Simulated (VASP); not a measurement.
# BiIr (F-43m) in VASP: notebook, part 2 of 2

VASP 6.6.1. Earlier steps stand in the parts before.

### Step 4. Single point, LDA

This run uses another cell than the first one, of 28.04 Å³/atom, 0.962 times its volume.

The input, INCAR:

```
SYSTEM = BiIr
PREC = Accurate ; ENCUT = 500
EDIFF = 1E-6 ; ISMEAR = 0
SIGMA = 0.05 ; LREAL = .False.
LASPH = .True. ; NELM = 120
ALGO = Normal ; ISIF = 2
LWAVE = .False. ; LCHARG = .False.
NBANDS = 23 ; GGA_COMPAT = .False.
```

The input, KPOINTS:

```
regular mesh
0
Gamma
  10 10 10
  0 0 0
```

The input, POSCAR:

```
BiIr
1.0
    0.0000000000      3.0380373730      3.0380373730
    3.0380373730      0.0000000000      3.0380373730
    3.0380373730      3.0380373730      0.0000000000
Ir Bi
1 1
Direct
    0.0000000000      0.0000000000      0.0000000000
    0.2500000000      0.2500000000      0.2500000000
```

Potentials or basis: VASP PAW LDA potentials, release 64 (Ir_sv_GW, Bi_d).

The run is started by

```console
$ cat potpaw_LDA.64/Ir_sv_GW/POTCAR potpaw_LDA.64/Bi_d/POTCAR > POTCAR
$ mpirun -np 1 vasp_std > vasp.out
```

OUTCAR:

```text
SYSTEM = BiIr
   PREC = Accurate
   ENCUT = 500
   EDIFF = 1E-6
   ISMEAR = 0
   LREAL = .False.
   LASPH = .True.
   NELM = 120
   ISIF = 2

 ion  position               nearest neighbor table
   1  0.000  0.000  0.000-   2 2.63   2 2.63   2 2.63   2 2.63
   2  0.250  0.250  0.250-   1 2.63   1 2.63   1 2.63   1 2.63

  LATTYP: Found a face centered cubic cell.
 ALAT       =     6.0760747460

  Lattice vectors:

 A1 = (   0.0000000000,   3.0380373730,   3.0380373730)
 A2 = (   3.0380373730,   0.0000000000,   3.0380373730)
 A3 = (   3.0380373730,   3.0380373730,   0.0000000000)

Analysis of symmetry for initial positions (statically):
=====================================================================
 Subroutine PRICEL returns:
 Original cell was already a primitive cell.

 Routine SETGRP: Setting up the symmetry group for a
 face centered cubic supercell.

 Subroutine GETGRP returns: Found 24 space group operations
 (whereof 24 operations were pure point group operations)
 out of a pool of 48 trial point group operations.

The static configuration has the point symmetry T_d .

Analysis of symmetry for dynamics (positions and initial velocities):
=====================================================================
 Subroutine PRICEL returns:
 Original cell was already a primitive cell.

 Routine SETGRP: Setting up the symmetry group for a
 face centered cubic supercell.

 Subroutine GETGRP returns: Found 24 space group operations
 (whereof 24 operations were pure point group operations)
 out of a pool of 48 trial point group operations.

The dynamic configuration has the point symmetry T_d .

 Subroutine INISYM returns: Found 24 space group operations
 (whereof 24 operations are pure point group operations),
 and found     1 'primitive' translations

----------------------------------------------------------------------------------------
[... 102 lines left out ...]
   TEBEG  =    0.0;   TEEND  =   0.0 temperature during run
   PSTRESS=    0.0 pullay stress
   NELECT =      32.0000    total number of electrons
   NUPDOWN=      -1.0000    fix difference up-down
   EMIN   =  10.00;   EMAX   =-10.00  energy-range for DOS
   EFERMI =   0.00;   METHOD = LEGACY
   ISMEAR =     0;   SIGMA  =   0.05  broadening in eV -4-tet -1-fermi 0-gaus
   EFERMI_NEDOS =   21; number of points for ismear=-14 and -15
   IALGO  =     38    algorithm
   IMIX   =      4    mixing-type and parameters
     AMIX     =   0.40;   BMIX     =  1.00
     AMIX_MAG =   1.60;   BMIX_MAG =  1.00
  volume/ion in A,a.u.               =      28.04       189.22
  Fermi-wavevector in a.u.,A,eV,Ry     =   1.357860  2.565984 25.086207  1.843784
  Thomas-Fermi vector in A             =   2.484743
   LORBIT       =      0    0 simple, 1 ext, 2 COOP (PROOUT), +10 PAW based schemes
   GGA     = CA    functional components
   LHFCALC =     F    Hartree Fock is set to
   AEXX    =    0.0000 exact exchange contribution
   IVDW    =     0    specifies the selected vdW correction
   LEPSILON=     F    determine dielectric tensor
   LRPA    =     F    only Hartree local field effects (RPA)
 non-spin polarized calculation
 Gauss-broadening in eV      SIGMA  =   0.05
  energy-cutoff  :      500.00
  volume of cell :       56.08
 maximum number of plane-waves:      1440
   NGX = 15   NGY = 15   NGZ = 15

 number of electron      31.9999993 magnetization

 Free energy of the ion-electron system (eV)
  ---------------------------------------------------
  ext. energy  EPLUGINS =         0.00000000
  ---------------------------------------------------
  free energy    TOTEN  =       -13.89633992 eV

  energy without entropy =      -13.89474818  energy(sigma->0) =      -13.89554405

 E-fermi :   5.8897     XC(G=0): -10.5137

 val. band max:        5.8867554045   @ k =   0.4000   0.3000   0.1000
 cond. band min:       5.8986519261   @ k =   0.5000   0.5000   0.0000
 fundamental gap:      0.0118965217
 Fermi energy:         5.8897218630

 k-point     1 :       0.0000    0.0000    0.0000
  band No.  band energies     occupation
      1     -84.9620      2.00000
      2     -42.1252      2.00000
      3     -42.1252      2.00000
      4     -42.1252      2.00000
      5     -16.6544      2.00000
      6     -16.6544      2.00000
[... 613 lines left out ...]
     22      16.6828      0.00000
     23      17.8202      0.00000

 [... further k-points ...]
[... 5 lines left out ...]
  --------------------------------------------------------------------------------------
  -------------------------------------------------------------------------------------
  Total       -1.3623331     -1.3623331     -1.3623331      0.0000000     -0.0000000      0.0000000
  in kB      -38.9210522    -38.9210522    -38.9210522      0.0000000     -0.0000000      0.0000000
  external PRESSURE =     -38.9210522 kB  Pullay stress =       0.0000000 kB

 VOLUME and BASIS-vectors are now :
 -----------------------------------------------------------------------------
  energy-cutoff  :      500.00
  volume of cell :       56.08
      direct lattice vectors                 reciprocal lattice vectors
     0.000000000  3.038037373  3.038037373    -0.164579937  0.164579937  0.164579937
     3.038037373  0.000000000  3.038037373     0.164579937 -0.164579937  0.164579937
     3.038037373  3.038037373  0.000000000     0.164579937  0.164579937 -0.164579937

 POSITION                                       TOTAL-FORCE (eV/Angst)
 -----------------------------------------------------------------------------------
      0.00000      0.00000      0.00000        -0.000000     -0.000000      0.000000
      1.51902      1.51902      1.51902         0.000000      0.000000     -0.000000
 -----------------------------------------------------------------------------------
    total drift:                                0.000000      0.000000      0.000000

  FREE ENERGIE OF THE ION-ELECTRON SYSTEM (eV)
  ---------------------------------------------------
  free  energy   TOTEN  =       -13.8963399198 eV

  energy  without entropy=      -13.8947481809  energy(sigma->0) =      -13.89554405
```

stdout:

```text
POSCAR found type information on POSCAR IrBi
 POSCAR found :  2 types and       2 ions
 scaLAPACK will be used
 LDA part: xc-table for (Slater(with rela. corr.)+CA(PZ))
 , standard interpolation
 POSCAR, INCAR and KPOINTS ok, starting setup
 FFT: planning ... GRIDC
 FFT: planning ... GRID_SOFT
 FFT: planning ... GRID
 WAVECAR not read
 entering main loop
```

Wall time 23 s (1 thread of Intel Xeon Platinum 8559C (Emerald Rapids), shared host); peak memory 0.18 GiB.

Results:

- Free energy: -13.8963 eV
- Pressure: -3.9 GPa
- Band gap on the k mesh: zero (band 16 reaches 8.27 eV, above the bottom of band 17 at 5.30 eV)

Caveat: spin-orbit coupling is left out, which moves the levels of the heavy elements.

### Step 5. Summary

```tsv
level	potentials or basis	cell	cutoff (eV)	second run	gap on the mesh (eV)	pressure (GPa)
r2SCAN	VASP PAW PBE potentials, release 64 (Ir, Bi_d)	a = 4.353 Å, angles 60.0°, 2 atoms	520	-	none	-3.1
r2SCAN	VASP PAW PBE potentials, release 64 (Ir, Bi_d)	a = 4.394 Å, angles 60.0°, 2 atoms	520	-	none	-5.2
LDA	VASP PAW LDA potentials, release 64 (Ir_sv_GW, Bi_d)	a = 4.296 Å, angles 60.0°, 2 atoms	500	valence_matched	none	-3.9
```

Alike in all rows: task single point; no spin polarisation; k mesh 10 × 10 × 10; smearing gaussian 0.05 eV.

Caveats: spin-orbit coupling is left out, which moves the levels of the heavy elements; the PAW data sets were made with another functional, which shifts forces and pressure a little (some runs).

Absolute energies hang on the potentials; compare differences alone.
